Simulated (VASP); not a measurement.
Crystal: Ni.

```
Ni
1.0
     2.44802    0.00000    0.00000
    -1.22401    2.12005    0.00000
     0.00000    0.00000    4.07281
Ni
2
Direct
  0.33333 0.66667 0.25000
  0.66667 0.33333 0.75000
```

This isn't the form of Ni at room conditions, which is fcc.

```yaml
Program: VASP 6.6.1
Task: relaxation of cell and atoms
Functional: PBEsol
Potentials_or_basis: VASP PAW PBE potentials, release 64 (Ni)
Cutoff: 600 eV
k_mesh: 15 × 15 × 8
Occupations: fermi-dirac, width 0.1 eV
Spin: collinear spin, antiferromagnetic start
Starting_moments: "[1.0, -1.0] μB"
```

At the start: pressure -3.9 GPa; volume 10.57 Å³/atom.

Task: How do energy, volume and symmetry change on relaxing?

Result: Over 6 steps the energy falls by 3.0 meV/atom and the volume is 10.39 Å³/atom (-1.7 %); space group P6_3/mmc (No. 194, to 0.1 Å) before and after; moment 0.00 μB per cell.

The path:
| step | energy change (eV) | largest force (eV/Å) | pressure (GPa) | volume (Å³) |
| --- | --- | --- | --- | --- |
| 1 | 0.0000 | 0.0000 | -3.86 | 21.14 |
| 2 | -0.0004 | 0.0000 | 4.54 | 20.37 |
| 3 | -0.0055 | 0.0000 | 0.34 | 20.74 |
| 4 | -0.0054 | 0.0000 | 0.19 | 20.75 |
| 5 | -0.0060 | 0.0000 | -0.07 | 20.77 |
| 6 | -0.0060 | 0.0000 | -0.12 | 20.77 |

Final structure:
```yaml
crystal:
  lattice:
    - [2.44362, 0.00000, 0.00000]
    - [-1.22181, 2.11623, 0.00000]
    - [0.00000, 0.00000, 4.01733]
  atoms:
    - { symbol: Ni, position: [0.33333, 0.66667, 0.25000] }
    - { symbol: Ni, position: [0.66667, 0.33333, 0.75000] }
```

Caveat: the moments typed at the start vanished in this run; the PAW data sets were made with another functional, which shifts forces and pressure a little.
